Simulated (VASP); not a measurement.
# TaO3 (Pm-3m) in VASP: a series of runs, part 2 of 2

VASP 6.6.1. The steps go on from the part before.

## 5. Single point, LDA

The input, INCAR:

```
PREC     = Accurate       # precision mode
ENCUT    = 600            # plane-wave cutoff, eV
EDIFF    = 1E-6           # SCF threshold, eV
ISMEAR   = 1              # smearing method
SIGMA    = 0.1            # smearing width, eV
LREAL    = False          # projectors in reciprocal space
LASPH    = True           # aspherical terms in the spheres
NELM     = 120            # most SCF steps
ALGO     = Normal         # electronic algorithm
ISIF     = 2              # what is computed and relaxed
LWAVE    = False          # write WAVECAR
LCHARG   = False          # write CHGCAR
GGA      = CA             # functional
NBANDS   = 22             # bands
GGA_COMPAT= False
```

The input, KPOINTS:

```
Automatic mesh
0
Gamma
  6 6 6
```

The input, POSCAR:

```
TaO3
1.0
    3.9603440000      0.0000000000      0.0000000000
    0.0000000000      3.9603440000      0.0000000000
    0.0000000000      0.0000000000      3.9603440000
Ta O
1 3
Direct
    0.5000000000      0.5000000000      0.5000000000
    0.0000000000      0.5000000000      0.5000000000
    0.5000000000      0.5000000000      0.0000000000
    0.5000000000      0.0000000000      0.5000000000
```

Potentials or basis: VASP PAW LDA potentials, release 64 (Ta_pv, O).

On the command line:

```sh
cat potpaw_LDA.64/Ta_pv/POTCAR potpaw_LDA.64/O/POTCAR > POTCAR
mpirun -np 1 vasp_std > vasp.out
```

OUTCAR:

```text
PREC = Accurate
   ENCUT = 600
   EDIFF = 1E-6
   ISMEAR = 1
   LREAL = False
   LASPH = True
   NELM = 120
   ISIF = 2
   GGA = CA

 ion  position               nearest neighbor table
   1  0.500  0.500  0.500-   2 1.98   3 1.98   4 1.98   3 1.98   4 1.98   2 1.98
   2  0.000  0.500  0.500-   1 1.98   1 1.98
   3  0.500  0.500  0.000-   1 1.98   1 1.98
   4  0.500  0.000  0.500-   1 1.98   1 1.98

  LATTYP: Found a simple cubic cell.
 ALAT       =     3.9603440000

  Lattice vectors:

 A1 = (   3.9603440000,   0.0000000000,   0.0000000000)
 A2 = (   0.0000000000,   3.9603440000,   0.0000000000)
 A3 = (   0.0000000000,   0.0000000000,   3.9603440000)

Analysis of symmetry for initial positions (statically):
=====================================================================
 Subroutine PRICEL returns:
 Original cell was already a primitive cell.

 Routine SETGRP: Setting up the symmetry group for a
 simple cubic supercell.

 Subroutine GETGRP returns: Found 48 space group operations
 (whereof 48 operations were pure point group operations)
 out of a pool of 48 trial point group operations.

The static configuration has the point symmetry O_h .

Analysis of symmetry for dynamics (positions and initial velocities):
=====================================================================
 Subroutine PRICEL returns:
 Original cell was already a primitive cell.

 Routine SETGRP: Setting up the symmetry group for a
 simple cubic supercell.

 Subroutine GETGRP returns: Found 48 space group operations
 (whereof 48 operations were pure point group operations)
 out of a pool of 48 trial point group operations.

The dynamic configuration has the point symmetry O_h .

 Subroutine INISYM returns: Found 48 space group operations
 (whereof 48 operations are pure point group operations),
 and found     1 'primitive' translations

----------------------------------------------------------------------------------------

                                     Primitive cell

  volume of cell :      62.1153

  direct lattice vectors                    reciprocal lattice vectors
     3.960344000  0.000000000  0.000000000     0.252503318  0.000000000  0.000000000
     0.000000000  3.960344000  0.000000000     0.000000000  0.252503318  0.000000000
     0.000000000  0.000000000  3.960344000     0.000000000  0.000000000  0.252503318

  length of vectors
     3.960344000  3.960344000  3.960344000     0.252503318  0.252503318  0.252503318

  position of ions in fractional coordinates (direct lattice)
     0.500000000  0.500000000  0.500000000
     0.000000000  0.500000000  0.500000000
     0.500000000  0.500000000  0.000000000
     0.500000000  0.000000000  0.500000000

  ion indices of the primitive-cell ions
   primitive index   ion index
                 1           1
                 2           2
                 3           3
                 4           4

----------------------------------------------------------------------------------------

 KPOINTS: Automatic mesh

Automatic generation of k-mesh.
 Grid dimensions read from file:
 generate k-points for:    6    6    6

 Generating k-lattice:

  Cartesian coordinates                     Fractional coordinates (reciprocal lattice)
     0.042083886  0.000000000  0.000000000     0.166666667  0.000000000  0.000000000
     0.000000000  0.042083886  0.000000000     0.000000000  0.166666667  0.000000000
     0.000000000  0.000000000  0.042083886     0.000000000  0.000000000  0.166666667

  Length of vectors
     0.042083886  0.042083886  0.042083886

  Shift w.r.t. Gamma in fractional coordinates (k-lattice)
     0.000000000  0.000000000  0.000000000

 Subroutine IBZKPT returns following result:
 ===========================================

 Found     20 irreducible k-points:

 Following reciprocal coordinates:
            Coordinates               Weight
  0.000000  0.000000  0.000000      1.000000
  0.166667  0.000000  0.000000      6.000000
  0.333333  0.000000  0.000000      6.000000
  0.500000  0.000000  0.000000      3.000000
  0.166667  0.166667  0.000000     12.000000
  0.333333  0.166667  0.000000     24.000000
[... 12 lines left out ...]
  0.500000  0.500000  0.333333      6.000000
  0.500000  0.500000  0.500000      1.000000
   k-points           NKPTS =     20   k-points in BZ     NKDIM =     20   number of bands    NBANDS=     22
   number of dos      NEDOS =    301   number of ions     NIONS =      4
   total plane-waves  NPLWV =  32768
   dimension x,y,z NGX =    32 NGY =   32 NGZ =   32
   dimension x,y,z NGXF=    64 NGYF=   64 NGZF=   64
   ions per type =               1   3
   NGX,Y,Z   is equivalent  to a cutoff of  13.43, 13.43, 13.43 a.u.
   NGXF,Y,Z  is equivalent  to a cutoff of  26.87, 26.87, 26.87 a.u.
 SYSTEM =  unknown system
   PREC   = accura    normal or accurate (medium, high low for compatibility)
   ISTART =      0    job   : 0-new  1-cont  2-samecut
   ICHARG =      2    charge: 1-file 2-atom 10-const
   ISPIN  =      1    spin polarized calculation?
   LNONCOLLINEAR =      F non collinear calculations
   LSORBIT =      F    spin-orbit coupling
   LASPH  =      T    aspherical Exc in radial PAW
   ENCUT  =  600.0 eV  44.10 Ry    6.64 a.u.   7.91  7.91  7.91*2*pi/ulx,y,z
   NELM   =    120;   NELMIN=  2; NELMDL= -5     # of ELM steps
   EDIFF  = 0.1E-05   stopping-criterion for ELM
   LREAL  =      F    real-space projection
   EDIFFG = 0.1E-04   stopping-criterion for IOM
   NSW    =      0    number of steps for IOM
   IBRION =     -1    ionic relax: 0-MD 1-quasi-New 2-CG
   NFREE  =      0    steps in history (QN), initial steepest desc. (CG)
   ISIF   =      2    stress and relaxation
   ISYM   =      2    0-nonsym 1-usesym 2-fastsym
   POTIM  = 0.5000    time-step for ionic-motion
   TEBEG  =    0.0;   TEEND  =   0.0 temperature during run
   PSTRESS=    0.0 pullay stress
   NELECT =      29.0000    total number of electrons
   NUPDOWN=      -1.0000    fix difference up-down
   EMIN   =  10.00;   EMAX   =-10.00  energy-range for DOS
   EFERMI =   0.00;   METHOD = LEGACY
   ISMEAR =     1;   SIGMA  =   0.10  broadening in eV -4-tet -1-fermi 0-gaus
   EFERMI_NEDOS =   21; number of points for ismear=-14 and -15
   IALGO  =     38    algorithm
   IMIX   =      4    mixing-type and parameters
     AMIX     =   0.40;   BMIX     =  1.00
     AMIX_MAG =   1.60;   BMIX_MAG =  1.00
  volume/ion in A,a.u.               =      15.53       104.79
  Fermi-wavevector in a.u.,A,eV,Ry     =   1.270012  2.399975 21.945261  1.612931
  Thomas-Fermi vector in A             =   2.403023
   LORBIT       =      0    0 simple, 1 ext, 2 COOP (PROOUT), +10 PAW based schemes
   GGA     = CA    functional components
   LHFCALC =     F    Hartree Fock is set to
   AEXX    =    0.0000 exact exchange contribution
   IVDW    =     0    specifies the selected vdW correction
   LEPSILON=     F    determine dielectric tensor
   LRPA    =     F    only Hartree local field effects (RPA)
 non-spin polarized calculation
 Methfessel and Paxton  Order N= 1 SIGMA  =   0.10
  energy-cutoff  :      600.00
  volume of cell :       62.12
 maximum number of plane-waves:      2103
 NGX is ok and might be reduce to    32
   NGX = 15   NGY = 15   NGZ = 15

 number of electron      28.9999984 magnetization

 Free energy of the ion-electron system (eV)
  ---------------------------------------------------
  ext. energy  EPLUGINS =         0.00000000
  ---------------------------------------------------
  free energy    TOTEN  =       -38.72184930 eV

  energy without entropy =      -38.71914116  energy(sigma->0) =      -38.72094659

 E-fermi :  -1.2038     XC(G=0):  -9.6756

 val. band max:       -1.2246789375   @ k =   0.3333   0.3333   0.1667
 cond. band min:      -1.1702667473   @ k =   0.5000   0.3333   0.3333
 fundamental gap:      0.0544121902
 Fermi energy:        -1.2038494045

 k-point     1 :       0.0000    0.0000    0.0000
  band No.  band energies     occupation
      1     -34.7178      2.00000
      2     -34.7178      2.00000
      3     -34.7178      2.00000
      4     -18.2647      2.00000
      5     -17.5453      2.00000
      6     -17.5453      2.00000
[... 474 lines left out ...]
      6     -16.4888      2.00000
[... 14 lines left out ...]
     21      12.0245      0.00000
     22      12.1778      0.00000

------------------------ aborting loop because EDIFF is reached ----------------------------------------

  FORCE on cell =-STRESS in cart. coord.  units (eV):
  Direction    XX          YY          ZZ          XY          YZ          ZX
  --------------------------------------------------------------------------------------
  -------------------------------------------------------------------------------------
  Total       -3.3548355     -3.3548355     -3.3548355      0.0000000      0.0000000     -0.0000000
  in kB      -86.5332619    -86.5332619    -86.5332619      0.0000000      0.0000000     -0.0000000
  external PRESSURE =     -86.5332619 kB  Pullay stress =       0.0000000 kB

 VOLUME and BASIS-vectors are now :
 -----------------------------------------------------------------------------
  energy-cutoff  :      600.00
  volume of cell :       62.12
      direct lattice vectors                 reciprocal lattice vectors
     3.960344000  0.000000000  0.000000000     0.252503318  0.000000000  0.000000000
     0.000000000  3.960344000  0.000000000     0.000000000  0.252503318  0.000000000
     0.000000000  0.000000000  3.960344000     0.000000000  0.000000000  0.252503318

 POSITION                                       TOTAL-FORCE (eV/Angst)
 -----------------------------------------------------------------------------------
      1.98017      1.98017      1.98017         0.000000      0.000000      0.000000
      0.00000      1.98017      1.98017         0.000000      0.000000      0.000000
      1.98017      1.98017      0.00000         0.000000      0.000000      0.000000
      1.98017      0.00000      1.98017         0.000000      0.000000      0.000000
 -----------------------------------------------------------------------------------
    total drift:                                0.000000     -0.000000     -0.000000

  FREE ENERGIE OF THE ION-ELECTRON SYSTEM (eV)
  ---------------------------------------------------
  free  energy   TOTEN  =       -38.7218492966 eV

  energy  without entropy=      -38.7191411627  energy(sigma->0) =      -38.72094659
```

Run time: 17 s. Hardware: 1 thread of Intel Xeon 6975P-C, shared host; peak memory 0.17 GiB.

Results:

- Free energy: -38.7218 eV
- Pressure: -8.7 GPa

Caveat: spin-orbit coupling is left out, which moves the levels of the heavy elements; an odd number of electrons without spin polarisation forces a metal; a magnetic or distorted state may lie lower.

## 6. Summary

```tsv
k mesh	gap on the mesh (eV)	pressure (GPa)
2 × 2 × 2	none	-7.7
3 × 3 × 3	none	-8.0
4 × 4 × 4	none	-8.3
6 × 6 × 6	none	-8.7
```

Alike in all rows: task single point; level LDA; potentials or basis VASP PAW LDA potentials, release 64 (Ta_pv, O); no spin polarisation; cell as given; cutoff (eV) 600; smearing methfessel-paxton 0.1 eV.

Caveats: some runs use coarse meshes; spin-orbit coupling is left out, which moves the levels of the heavy elements; an odd number of electrons without spin polarisation forces a metal; a magnetic or distorted state may lie lower.

Total energies depend on the potentials used, so only differences within one code and one set of settings carry meaning.
